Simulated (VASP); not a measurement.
Write the native input for VASP 6.6.1 that does the following.

```yaml
Task: relaxation of cell and atoms
Functional: PBE
Potentials_or_basis: VASP PAW PBE potentials, release 64 (Na_pv, N)
Cutoff: 600 eV
k_mesh: 4 × 4 × 4
Occupations: gaussian, width 0.1 eV
Spin: collinear spin, ferromagnetic start
Starting_moments: "[0.0, 0.0, 0.0, 0.0, 0.31, 0.31] μB"
Dipole_correction: no
Further_INCAR_settings: ALGO = Normal; EDIFF = 1e-07; IBRION = 2; EDIFFG = -0.04; NSW = 90; ISIF = 3
```

The structure of Na2N lies in POSCAR:

```
Na2N
1.0
   -3.0906244128      3.0906244128      2.5726393377
    3.0906244128     -3.0906244128      2.5726393377
    3.0906244128      3.0906244128     -2.5726393377
Na N
4 2
Direct
    0.6670000000      0.1670000000      0.8340000000
    0.1670000000      0.3330000000      0.5000000000
    0.3330000000      0.8330000000      0.1660000000
    0.8330000000      0.6670000000      0.5000000000
    0.2500000000      0.2500000000      0.0000000000
    0.7500000000      0.7500000000      0.0000000000
```

These files were run (other wordings do the same):

INCAR

```
SYSTEM = Na2N
PREC = Accurate
ENCUT = 600
EDIFF = 1E-7
ISMEAR = 0
SIGMA = 0.1
LREAL = .FALSE.
LASPH = .TRUE.
NELM = 150
ALGO = Normal
ISIF = 3
LWAVE = .FALSE.
LCHARG = .FALSE.
ISPIN = 2
MAGMOM = 0 0 0 0 0.31 0.31
LORBIT = 11
GGA = PE
IBRION = 2
NSW = 90
EDIFFG = -0.04
```

KPOINTS

```
Automatic mesh
0
G
  4 4 4
  0 0 0
```

Potentials or basis: VASP PAW PBE potentials, release 64 (Na_pv, N).

Run with:

```console
$ cat potpaw_PBE.64/Na_pv/POTCAR potpaw_PBE.64/N/POTCAR > POTCAR
$ mpirun -np 1 vasp_std > vasp.out
```

Results of the run:

```yaml
Relaxed_volume: 16.31 Å³/atom
Relaxed_cell: a = 5.028 Å, b = 5.028 Å, c = 5.028 Å, α = 109.14°, β = 109.14°, γ = 110.13°
Space_group_after_relaxing_to_0.1_Å: I4/mcm (No. 140)
Energy_gained_by_relaxing: 158.4 meV/atom
Ionic_steps: 14
Pressure_after_relaxing: -0.2 GPa
Largest_force_after_relaxing: 0.025 eV/Å
Net_moment: 0.50 μB per cell
Site_moments: Na -0.01; N +0.19 μB
Valence_electrons_inside_the_program's_atomic_spheres: Na 6.09; N 3.44
```

Caveat: the k points lie up to 0.38 Å⁻¹ apart in the final cell.

Run time: 7.9 min on 1 thread of Intel(R) Xeon(R) 6975P-C (Granite Rapids), with other jobs on the host, peak memory 0.32 GiB.
